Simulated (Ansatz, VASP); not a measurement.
**Two plane-wave programs on In**

File INCAR:

```
SYSTEM = In
AGGAC    = 1.0          
AGGAX    = 1.0          
ALDAC    = 0.0          
ALDAX    = 1.0          
ALGO     = Normal         ! electronic algorithm
EDIFF    = 1E-6           ! SCF threshold, eV
ENCUT    = 520            ! plane-wave cutoff, eV
GGA      = B5             ! functional
ISIF     = 2              ! what is computed and relaxed
ISMEAR   = -1             ! smearing method
LASPH    = .TRUE.         ! aspherical terms in the spheres
LCHARG   = .FALSE.        ! write CHGCAR
LREAL    = .FALSE.        ! projectors in reciprocal space
LWAVE    = .FALSE.        ! write WAVECAR
NBANDS   = 20             ! bands
NELM     = 100            ! most SCF steps
PREC     = Accurate       ! precision mode
SIGMA    = 0.1            ! smearing width, eV
```

Contents of KPOINTS:

```
k-points
0
G
  9 9 9
  0 0 0
```

Contents of POSCAR:

```
In
1.0
    0.0000000000      3.4016476957      3.4016476957
    3.4016476957      0.0000000000      3.4016476957
    3.4016476957      3.4016476957      0.0000000000
In
2
Direct
    0.1250000000      0.1250000000      0.1250000000
    0.8750000000      0.8750000000      0.8750000000
```

Input for Ansatz:

```yaml
crystal:
  lattice:
    - [0.0, 3.4016476957, 3.4016476957]
    - [3.4016476957, 0.0, 3.4016476957]
    - [3.4016476957, 3.4016476957, 0.0]
  atoms:
    - { symbol: In, position: [0.125, 0.125, 0.125] }
    - { symbol: In, position: [0.875, 0.875, 0.875] }
hamiltonian:
  xc: blyp
  pseudopotentials:
    kind: paw
    azcp:
      In: "pseudopotentials/In.paw.azcp"
basis:
  ecutwfc: 420
  fft_grid_basis: typed
kpoints:
  mp_grid: { grid: [9, 9, 9], shift: [0, 0, 0] }
magnetization:
  spin_polarized: false
scf:
  occupations: { method: fermi_dirac, width: 0.1 }
  lower_state_search: "off"
output:
  stress: true
```

Alike in both runs: task single point; functional BLYP; k mesh 9 × 9 × 9; occupations fermi-dirac, width 0.1 eV; no spin polarisation.

|  | VASP | Ansatz |
| --- | --- | --- |
| version | VASP 6.6.1 | Ansatz 0.2.0 |
| potentials or method | VASP PAW PBE potentials, release 64 (In_d), cutoff 520 eV | plane waves (420 eV) with PAW, scalar-relativistic |
| valence electrons in the cell | 26 | 26 |

```csv
,VASP,Ansatz,Ansatz less VASP
pressure (GPa),1.2,1.2,+0.02
```

VASP's potentials were made for PBE, not for BLYP. The functional is the same, so the differences come from potentials, cutoffs and numerics.
